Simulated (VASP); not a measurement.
# FeCo3 (Pm-3m) in VASP: further runs, part 2 of 2

VASP 6.6.1. The steps go on from the part before.

**3. Single point, r2SCAN, collinear spin, ferromagnetic start**

This run uses another cell than the first one, of 11.06 Å³/atom.

Input file POSCAR:

```
FeCo3
1.0
    3.5370927971      0.0000000000      0.0000000000
    0.0000000000      3.5370927971      0.0000000000
    0.0000000000      0.0000000000      3.5370927971
Fe Co
1 3
Direct
    0.0000000000      0.0000000000      0.0000000000
    0.5000000000      0.5000000000      0.0000000000
    0.5000000000      0.0000000000      0.5000000000
    0.0000000000      0.5000000000      0.5000000000
```

Input file INCAR.step1:

```
SYSTEM = FeCo3
  PREC = Accurate
  ENCUT = 520
  ISMEAR = 0
  SIGMA = 0.15
  LREAL = .False.
  LASPH = .True.
  NELM = 150
  ISPIN = 2
  MAGMOM = 3.21 2.09 2.09 2.09
  LMAXMIX = 4
  NBANDS = 30
  GGA = PE
  ALGO = Normal
  EDIFF = 1E-4
  LWAVE = .True.
  LCHARG = .False.
```

Input file INCAR.step2:

```
SYSTEM = FeCo3
  PREC = Accurate
  ENCUT = 520
  EDIFF = 1E-6
  ISMEAR = 0
  SIGMA = 0.15
  LREAL = .False.
  LASPH = .True.
  NELM = 150
  ALGO = Normal
  ISIF = 2
  LWAVE = .False.
  LCHARG = .False.
  ISPIN = 2
  MAGMOM = 3.21 2.09 2.09 2.09
  LORBIT = 11
  LMAXMIX = 4
  METAGGA = R2SCAN
  LMIXTAU = .True.
  NBANDS = 30
  ISTART = 1
```

Input file KPOINTS:

```
Automatic mesh
0
Gamma
  10 10 10
  0 0 0
```

Potentials or basis: VASP PAW PBE potentials, release 64 (Fe, Co).

On the command line:

```
$ cat potpaw_PBE.64/Fe/POTCAR potpaw_PBE.64/Co/POTCAR > POTCAR
$ cp INCAR.step1 INCAR
$ mpirun -np 1 vasp_std > vasp.out
$ cp INCAR.step2 INCAR
$ mpirun -np 1 vasp_std > vasp.out
```

OUTCAR:

```text
SYSTEM = FeCo3
   PREC = Accurate
   ENCUT = 520
   EDIFF = 1E-6
   ISMEAR = 0
   LREAL = .False.
   LASPH = .True.
   NELM = 150
   ISIF = 2
   ISPIN = 2
   LORBIT = 11
   METAGGA = R2SCAN
   ISTART = 1

 ion  position               nearest neighbor table
   1  0.000  0.000  0.000-   2 2.50   3 2.50   4 2.50   3 2.50   4 2.50   2 2.50   4 2.50   4 2.50
                             2 2.50   3 2.50   3 2.50   2 2.50
   2  0.500  0.500  0.000-   1 2.50   3 2.50   4 2.50   3 2.50   4 2.50   1 2.50   3 2.50   3 2.50
                             1 2.50   4 2.50   4 2.50   1 2.50
   3  0.500  0.000  0.500-   1 2.50   2 2.50   4 2.50   1 2.50   2 2.50   2 2.50   4 2.50   2 2.50
                             1 2.50   4 2.50   1 2.50   4 2.50
   4  0.000  0.500  0.500-   1 2.50   2 2.50   3 2.50   1 2.50   2 2.50   1 2.50   3 2.50   1 2.50
                             2 2.50   3 2.50   2 2.50   3 2.50

  LATTYP: Found a simple cubic cell.
 ALAT       =     3.5370927971

  Lattice vectors:

 A1 = (   3.5370927971,   0.0000000000,   0.0000000000)
 A2 = (   0.0000000000,   3.5370927971,   0.0000000000)
 A3 = (   0.0000000000,   0.0000000000,   3.5370927971)

Analysis of symmetry for initial positions (statically):
=====================================================================
 Subroutine PRICEL returns:
 Original cell was already a primitive cell.

 Routine SETGRP: Setting up the symmetry group for a
 simple cubic supercell.

 Subroutine GETGRP returns: Found 48 space group operations
 (whereof 48 operations were pure point group operations)
 out of a pool of 48 trial point group operations.

The static configuration has the point symmetry O_h .

Analysis of symmetry for dynamics (positions and initial velocities):
=====================================================================
 Subroutine PRICEL returns:
 Original cell was already a primitive cell.

 Routine SETGRP: Setting up the symmetry group for a
 simple cubic supercell.

 Subroutine GETGRP returns: Found 48 space group operations
 (whereof 48 operations were pure point group operations)
 out of a pool of 48 trial point group operations.

The dynamic configuration has the point symmetry O_h .

Analysis of structural, dynamic, and magnetic symmetry:
=====================================================================
 Subroutine PRICEL returns:
 Original cell was already a primitive cell.

 Routine SETGRP: Setting up the symmetry group for a
 simple cubic supercell.

 Subroutine GETGRP returns: Found 48 space group operations
 (whereof 48 operations were pure point group operations)
 out of a pool of 48 trial point group operations.

The overall configuration has the point symmetry O_h .

 Subroutine INISYM returns: Found 48 space group operations
 (whereof 48 operations are pure point group operations),
 and found     1 'primitive' translations

----------------------------------------------------------------------------------------

                                     Primitive cell

  volume of cell :      44.2527

  direct lattice vectors                    reciprocal lattice vectors
     3.537092797  0.000000000  0.000000000     0.282718056  0.000000000  0.000000000
     0.000000000  3.537092797  0.000000000     0.000000000  0.282718056  0.000000000
     0.000000000  0.000000000  3.537092797     0.000000000  0.000000000  0.282718056

  length of vectors
     3.537092797  3.537092797  3.537092797     0.282718056  0.282718056  0.282718056

[... 87 lines left out ...]
   NSW    =      0    number of steps for IOM
   IBRION =     -1    ionic relax: 0-MD 1-quasi-New 2-CG
   NFREE  =      0    steps in history (QN), initial steepest desc. (CG)
   ISIF   =      2    stress and relaxation
   ISYM   =      2    0-nonsym 1-usesym 2-fastsym
   POTIM  = 0.5000    time-step for ionic-motion
   TEBEG  =    0.0;   TEEND  =   0.0 temperature during run
   PSTRESS=    0.0 pullay stress
   NELECT =      35.0000    total number of electrons
   NUPDOWN=      -1.0000    fix difference up-down
   EMIN   =  10.00;   EMAX   =-10.00  energy-range for DOS
   EFERMI =   0.00;   METHOD = LEGACY
   ISMEAR =     0;   SIGMA  =   0.15  broadening in eV -4-tet -1-fermi 0-gaus
   EFERMI_NEDOS =   21; number of points for ismear=-14 and -15
   IALGO  =     38    algorithm
   IMIX   =      4    mixing-type and parameters
     AMIX     =   0.40;   BMIX     =  1.00
     AMIX_MAG =   1.60;   BMIX_MAG =  1.00
  volume/ion in A,a.u.               =      11.06        74.66
  Fermi-wavevector in a.u.,A,eV,Ry     =   1.513972  2.860991 31.186049  2.292110
  Thomas-Fermi vector in A             =   2.623691
   LORBIT       =     11    0 simple, 1 ext, 2 COOP (PROOUT), +10 PAW based schemes
   METAGGA = R2SCAN    functional components
   LHFCALC =     F    Hartree Fock is set to
   AEXX    =    0.0000 exact exchange contribution
   IVDW    =     0    specifies the selected vdW correction
   LEPSILON=     F    determine dielectric tensor
   LRPA    =     F    only Hartree local field effects (RPA)
 spin polarized calculation
 Gauss-broadening in eV      SIGMA  =   0.15
  energy-cutoff  :      520.00
  volume of cell :       44.25
 maximum number of plane-waves:      1222
 NGX is ok and might be reduce to    28
   NGX = 13   NGY = 13   NGZ = 13

 number of electron      34.9999994 magnetization       8.1205240

 Free energy of the ion-electron system (eV)
  ---------------------------------------------------
  ext. energy  EPLUGINS =         0.00000000
  ---------------------------------------------------
  free energy    TOTEN  =       -54.13957037 eV

  energy without entropy =      -54.11610158  energy(sigma->0) =      -54.12783597

 E-fermi :   9.2588     XC(G=0): -14.5027

 val. band max:        9.2538124698   @ k =   0.4000   0.3000   0.3000
 cond. band min:       9.2687924720   @ k =   0.4000   0.4000   0.2000
 fundamental gap:      0.0149800022
 Fermi energy:         9.2588175569

 spin component 1

 k-point     1 :       0.0000    0.0000    0.0000
  band No.  band energies     occupation
      1      -0.1288      1.00000
      2       3.1460      1.00000
      3       3.1460      1.00000
      4       3.2400      1.00000
      5       3.9480      1.00000
      6       3.9480      1.00000
[... 757 lines left out ...]
     28      20.4157      0.00000
     29      23.4290      0.00000

 [... further k-points ...]

 spin component 2

 k-point     1 :       0.0000    0.0000    0.0000
  band No.  band energies     occupation
      1      -0.6117      1.00000
      2       5.2556      1.00000
      3       5.3022      1.00000
      4       5.3022      1.00000
      5       5.7041      1.00000
      6       5.7041      1.00000
[... 757 lines left out ...]
     28      21.6260      0.00000
     29      24.1238      0.00000

 [... further k-points ...]

 [bands above 29 left out]

------------------------ aborting loop because EDIFF is reached ----------------------------------------

  FORCE on cell =-STRESS in cart. coord.  units (eV):
  Direction    XX          YY          ZZ          XY          YZ          ZX
  --------------------------------------------------------------------------------------
  -------------------------------------------------------------------------------------
  Total       -0.0632822     -0.0632822     -0.0632822      0.0000000      0.0000000     -0.0000000
  in kB       -2.2911445     -2.2911445     -2.2911445      0.0000000      0.0000000     -0.0000000
  external PRESSURE =      -2.2911445 kB  Pullay stress =       0.0000000 kB

 VOLUME and BASIS-vectors are now :
 -----------------------------------------------------------------------------
  energy-cutoff  :      520.00
  volume of cell :       44.25
      direct lattice vectors                 reciprocal lattice vectors
     3.537092797  0.000000000  0.000000000     0.282718056  0.000000000  0.000000000
     0.000000000  3.537092797  0.000000000     0.000000000  0.282718056  0.000000000
     0.000000000  0.000000000  3.537092797     0.000000000  0.000000000  0.282718056

 POSITION                                       TOTAL-FORCE (eV/Angst)
 -----------------------------------------------------------------------------------
      0.00000      0.00000      0.00000         0.000000      0.000000      0.000000
      1.76855      1.76855      0.00000         0.000000      0.000000      0.000000
      1.76855      0.00000      1.76855         0.000000      0.000000      0.000000
      0.00000      1.76855      1.76855         0.000000      0.000000      0.000000
 -----------------------------------------------------------------------------------
    total drift:                                0.000000      0.000000      0.000000

  FREE ENERGIE OF THE ION-ELECTRON SYSTEM (eV)
  ---------------------------------------------------
  free  energy   TOTEN  =       -54.1395703688 eV

  energy  without entropy=      -54.1161015790  energy(sigma->0) =      -54.12783597

 total charge

# of ion       s       p       d       tot
------------------------------------------
    1        0.491   0.563   6.157   7.212
    2        0.511   0.559   7.224   8.295
    3        0.511   0.559   7.224   8.295
    4        0.511   0.559   7.224   8.295
--------------------------------------------------
tot          2.025   2.242  27.830  32.097

 magnetization (x)

# of ion       s       p       d       tot
------------------------------------------
    1        0.008  -0.057   2.917   2.869
    2       -0.011  -0.076   1.911   1.823
    3       -0.011  -0.076   1.911   1.823
    4       -0.011  -0.076   1.911   1.823
--------------------------------------------------
tot         -0.026  -0.285   8.649   8.338
```

Run time: 10 min. Hardware: 1 thread of Intel Xeon Platinum 8259CL at 2.50GHz (Skylake/Cascade Lake), shared host; peak memory 0.26 GiB.

What came out:

```yaml
Free_energy: -54.1396 eV
Pressure: -0.2 GPa
Net_moment: 8.12 μB per cell
Site_moments: Fe +2.87; Co +1.82 μB
Valence_electrons_inside_the_program's_atomic_spheres: Fe 7.21; Co 8.29
```

Caveat: the PAW data sets were made with another functional, which shifts forces and pressure a little.
